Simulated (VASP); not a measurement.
# BN (C2) in VASP: single point with PBE

Aim: the single point of BN with PBE.

Program: VASP 6.6.1. These are calculated values, not measurements. Logs are shortened: lines on timing, memory, paths and dates and some standing lists are left out, and cuts for length are marked.

## Step 1: The cell of the first run

The structure is monoclinic, space group C2 (No. 5). The conventional cell has a = 3.479 Å, b = 3.479 Å, c = 2.512 Å, α = 90.00°, β = 133.83°, γ = 90.00°. B (site symmetry 2) has 4 N at 1.51 to 1.55 Å within 2.0 Å. N (site symmetry 2) has 4 B at 1.51 to 1.55 Å within 2.0 Å.

## Step 2: Single point, PBE

INCAR reads:

```
ALGO     = Normal         # electronic algorithm
EDIFF    = 1E-6           # SCF threshold, eV
ENCUT    = 520            # plane-wave cutoff, eV
GGA      = PE             # functional
ISIF     = 2              # what is computed and relaxed
ISMEAR   = 0              # smearing method
LASPH    = True           # aspherical terms in the spheres
LCHARG   = False          # write CHGCAR
LREAL    = False          # projectors in reciprocal space
LWAVE    = False          # write WAVECAR
NBANDS   = 11             # bands
NELM     = 100            # most SCF steps
PREC     = Accurate       # precision mode
SIGMA    = 0.05           # smearing width, eV
```

KPOINTS reads:

```
k-points
0
Gamma
  12 12 12
```

POSCAR reads:

```
BN
1.0
    0.0000000000      1.8120810260      1.7395977850
    1.7395977850      0.0000000000      1.7395977850
    1.7395977850      1.8120810260      0.0000000000
B N
1 1
Direct
    0.0049666653     -0.0049666653     -0.0049666653
    0.7461669414      0.7538330586      0.7538330586
```

Potentials or basis: VASP PAW PBE potentials, release 64 (B, N).

Command:

```
$ cat potpaw_PBE.64/B/POTCAR potpaw_PBE.64/N/POTCAR > POTCAR
$ mpirun -np 1 vasp_std > vasp.out
```

OUTCAR:

```text
EDIFF = 1E-6
   ENCUT = 520
   GGA = PE
   ISIF = 2
   ISMEAR = 0
   LASPH = True
   LREAL = False
   NELM = 100
   PREC = Accurate

 ion  position               nearest neighbor table
   1  0.005  0.995  0.995-   2 1.51   2 1.51   2 1.55   2 1.55
   2  0.746  0.754  0.754-   1 1.51   1 1.51   1 1.55   1 1.55

  LATTYP: Found a body centered tetragonal cell.
 ALAT       =     2.4601627806
 C/A-ratio  =     1.4731391274

  Lattice vectors:

 A1 = (   0.0000000000,  -1.8120810260,   1.7395977850)
 A2 = (   0.0000000000,  -1.8120810260,  -1.7395977850)
 A3 = (   1.7395977850,   1.8120810260,   0.0000000000)

Analysis of symmetry for initial positions (statically):
=====================================================================
 Subroutine PRICEL returns:
 Original cell was already a primitive cell.

 Routine SETGRP: Setting up the symmetry group for a
 body centered tetragonal supercell.

 Subroutine GETGRP returns: Found  2 space group operations
 (whereof  2 operations were pure point group operations)
 out of a pool of 16 trial point group operations.

The static configuration has the point symmetry C_2 .

Analysis of symmetry for dynamics (positions and initial velocities):
=====================================================================
 Subroutine PRICEL returns:
 Original cell was already a primitive cell.

 Routine SETGRP: Setting up the symmetry group for a
 body centered tetragonal supercell.

 Subroutine GETGRP returns: Found  2 space group operations
 (whereof  2 operations were pure point group operations)
 out of a pool of 16 trial point group operations.

The dynamic configuration has the point symmetry C_2 .

 Subroutine INISYM returns: Found  2 space group operations
 (whereof  2 operations are pure point group operations),
 and found     1 'primitive' translations

----------------------------------------------------------------------------------------

                                     Primitive cell

  volume of cell :      10.9674

  direct lattice vectors                    reciprocal lattice vectors
     0.000000000  1.812081026  1.739597785    -0.287422762  0.275925851  0.287422762
     1.739597785  0.000000000  1.739597785     0.287422762 -0.275925851  0.287422762
     1.739597785  1.812081026  0.000000000     0.287422762  0.275925851 -0.287422762

  length of vectors
     2.511939111  2.460162781  2.511939111     0.491282774  0.491282774  0.491282774

  position of ions in fractional coordinates (direct lattice)
[... 87 lines left out ...]
   POTIM  = 0.5000    time-step for ionic-motion
   TEBEG  =    0.0;   TEEND  =   0.0 temperature during run
   PSTRESS=    0.0 pullay stress
   NELECT =       8.0000    total number of electrons
   NUPDOWN=      -1.0000    fix difference up-down
   EMIN   =  10.00;   EMAX   =-10.00  energy-range for DOS
   EFERMI =   0.00;   METHOD = LEGACY
   ISMEAR =     0;   SIGMA  =   0.05  broadening in eV -4-tet -1-fermi 0-gaus
   EFERMI_NEDOS =   21; number of points for ismear=-14 and -15
   IALGO  =     38    algorithm
   IMIX   =      4    mixing-type and parameters
     AMIX     =   0.40;   BMIX     =  1.00
     AMIX_MAG =   1.60;   BMIX_MAG =  1.00
  volume/ion in A,a.u.               =       5.48        37.01
  Fermi-wavevector in a.u.,A,eV,Ry     =   1.473680  2.784851 29.548200  2.171731
  Thomas-Fermi vector in A             =   2.588543
   LORBIT       =      0    0 simple, 1 ext, 2 COOP (PROOUT), +10 PAW based schemes
   GGA     = PE    functional components
   LHFCALC =     F    Hartree Fock is set to
   AEXX    =    0.0000 exact exchange contribution
   IVDW    =     0    specifies the selected vdW correction
   LEPSILON=     F    determine dielectric tensor
   LRPA    =     F    only Hartree local field effects (RPA)
 non-spin polarized calculation
 Gauss-broadening in eV      SIGMA  =   0.05
  energy-cutoff  :      520.00
  volume of cell :       10.97
 maximum number of plane-waves:       310
   NGX =  9   NGY =  9   NGZ =  9

 number of electron       8.0000000 magnetization

 Free energy of the ion-electron system (eV)
  ---------------------------------------------------
  ext. energy  EPLUGINS =         0.00000000
  ---------------------------------------------------
  free energy    TOTEN  =       -17.31026367 eV

  energy without entropy =      -17.31026367  energy(sigma->0) =      -17.31026367

 E-fermi :   9.0064     XC(G=0): -13.1936

 val. band max:        8.6331057394   @ k =   0.0000   0.0000   0.0000
 cond. band min:      12.6239528879   @ k =   0.5000   0.5000   0.0000
 fundamental gap:      3.9908471485
 Fermi energy:         9.0064113393

 k-point     1 :       0.0000    0.0000    0.0000
  band No.  band energies     occupation
      1     -12.7521      2.00000
      2       7.8866      2.00000
      3       8.5059      2.00000
      4       8.6331      2.00000
      5      17.3179      0.00000
      6      17.4239      0.00000
      7      17.8872      0.00000
      8      19.9155      0.00000
      9      34.5192      0.00000
     10      35.7146      0.00000
     11      36.1998      0.00000
[... 309 lines left out ...]
 k-point    24 :       0.3333    0.0833    0.0000
  band No.  band energies     occupation
      1     -10.2777      2.00000
      2       0.8327      2.00000
      3       5.9602      2.00000
      4       6.9497      2.00000
      5      17.9455      0.00000
      6      19.7464      0.00000
      7      20.8234      0.00000
      8      23.3253      0.00000
      9      30.3072      0.00000
     10      34.2774      0.00000
     11      35.1453      0.00000

 [... further k-points ...]

------------------------ aborting loop because EDIFF is reached ----------------------------------------

  FORCE on cell =-STRESS in cart. coord.  units (eV):
  Direction    XX          YY          ZZ          XY          YZ          ZX
  --------------------------------------------------------------------------------------
  -------------------------------------------------------------------------------------
  Total        3.1171373      1.1900773      3.1351345      0.0000000      0.1786846      0.0000000
  in kB      455.3666406    173.8523077    457.9957637      0.0000000     26.1031213      0.0000000
  external PRESSURE =     362.4049040 kB  Pullay stress =       0.0000000 kB

 VOLUME and BASIS-vectors are now :
 -----------------------------------------------------------------------------
  energy-cutoff  :      520.00
  volume of cell :       10.97
      direct lattice vectors                 reciprocal lattice vectors
     0.000000000  1.812081026  1.739597785    -0.287422762  0.275925851  0.287422762
     1.739597785  0.000000000  1.739597785     0.287422762 -0.275925851  0.287422762
     1.739597785  1.812081026  0.000000000     0.287422762  0.275925851 -0.287422762

 POSITION                                       TOTAL-FORCE (eV/Angst)
 -----------------------------------------------------------------------------------
      3.46192      1.81208      1.73960         0.889021     -0.000000     -0.000000
      2.62273      2.71812      2.60940        -0.889021      0.000000      0.000000
 -----------------------------------------------------------------------------------
    total drift:                                0.000023      0.000007     -0.000013

  FREE ENERGIE OF THE ION-ELECTRON SYSTEM (eV)
  ---------------------------------------------------
  free  energy   TOTEN  =       -17.3102636677 eV

  energy  without entropy=      -17.3102636677  energy(sigma->0) =      -17.31026367
```

stdout:

```text
POSCAR found type information on POSCAR B N
 POSCAR found :  2 types and       2 ions
 scaLAPACK will be used
 LDA part: xc-table for (Slater+PW92), standard interpolation
 POSCAR, INCAR and KPOINTS ok, starting setup
 FFT: planning ... GRIDC
 FFT: planning ... GRID_SOFT
 FFT: planning ... GRID
 WAVECAR not read
 entering main loop
```

It took 43 s on 1 thread of Intel Xeon Platinum 8259CL at 2.50GHz (Skylake/Cascade Lake), shared host; peak memory 0.17 GiB.

Results:

- Free energy: -17.3103 eV
- Pressure: 36.2 GPa
- Largest force: 0.889 eV/Å
- Band gap on the k mesh: 3.99 eV, indirect (least direct gap 8.68 eV)

Forces on the atoms (eV/Å):
```
B    0.889  0.000  0.000
N   -0.889  0.000  0.000
```

Levels at points of the mesh, in eV from the valence-band top:
```
           k point  band 1  band 2  band 3  band 4  band 5  band 6  band 7  band 8
(0.00, 0.00, 0.00)  -21.39   -0.75   -0.13    0.00    8.68    8.79    9.25   11.28
(0.50, 0.00, 0.00)  -16.82  -11.71   -2.63   -2.03    9.74   11.08   11.82   15.84
(0.00, 0.50, 0.00)  -16.79  -11.63   -2.89   -1.92   10.07   10.69   11.62   15.64
(0.50, 0.50, 0.00)  -15.16   -9.50   -5.75   -5.74    3.99    9.01   18.44   19.13
(0.00, 0.50, 0.50)  -15.16   -9.49   -5.90   -5.62    4.01    9.04   18.32   19.22
(0.50, 0.00, 0.50)  -15.68  -10.11   -5.16   -5.16    4.76    9.99   18.73   18.75
```

A k mesh can miss the band edges. As with any semilocal functional, this PBE gap is likely too small.
